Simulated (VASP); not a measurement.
## AlN: single point with PBEsol

Crystal: AlN.

```xyz
8
Lattice="-3.1136 0.0000 0.0000 -1.5568 -2.6964 0.0000 -0.6487 -1.1235 10.6667" Properties=species:S:1:pos:R:3 pbc="T T T"
Al   -1.5568   -0.8988    9.0149
Al   -1.5568   -0.8988    4.0316
Al   -3.1136   -1.7976    1.5399
Al   -3.1136   -1.7976    6.5233
N    -1.5568   -0.8988    0.9518
N    -1.5568   -0.8988    5.9351
N    -3.1136   -1.7976    3.4434
N    -3.1136   -1.7976    8.4268
```

- Program: VASP 6.6.1
- Task: single point
- Functional: PBEsol
- Potentials or basis: VASP PAW PBE potentials, release 64 (Al, N)
- Cutoff: 520 eV
- k mesh: 8 × 8 × 3
- Occupations: gaussian, width 0.05 eV
- Spin: no spin polarisation

```json
{
 "Pressure": "-4.4 GPa",
 "Largest force": "1.375 eV/Å",
 "Band gap on the k mesh": "1.67 eV"
}
```

Forces on the atoms (eV/Å):
```
Al  -0.075 -0.293  1.105
Al   0.003  0.005 -0.891
Al  -0.076  0.045 -1.372
Al  -0.029  0.007 -0.887
N    0.339  0.167 -0.490
N   -0.009  0.006  0.832
N    0.030  0.004  0.916
N   -0.182  0.058  0.787
```

Stress tensor (GPa, compression positive):
```
-1.83 -1.29  1.87
-1.29 -4.00  0.95
 1.87  0.95 -7.30
```

Levels at points of the mesh, in eV from the valence-band top:
```csv
k point,band 13,band 14,band 15,band 16,band 17,band 18,band 19,band 20
"(0.00, 0.00, 0.00)",-1.23,-0.91,-0.06,0.00,1.67,4.51,4.85,5.72
"(0.50, 0.00, 0.00)",-2.32,-2.08,-1.00,-0.82,2.85,3.20,4.35,4.82
"(0.00, 0.50, 0.00)",-2.47,-2.08,-0.85,-0.68,2.13,3.71,4.43,4.60
"(0.50, 0.50, 0.00)",-2.30,-2.08,-0.82,-0.65,2.13,3.41,4.51,4.78
```

It took 74 s on 1 thread of Intel(R) Xeon(R) 6975P-C (Granite Rapids) (shared host), peak memory 0.3 GiB.

Caveat: the cell stands under tension; the PAW data sets were made with another functional, which shifts forces and pressure a little; an odd mesh through Γ misses points on the zone boundary, where band edges can lie.
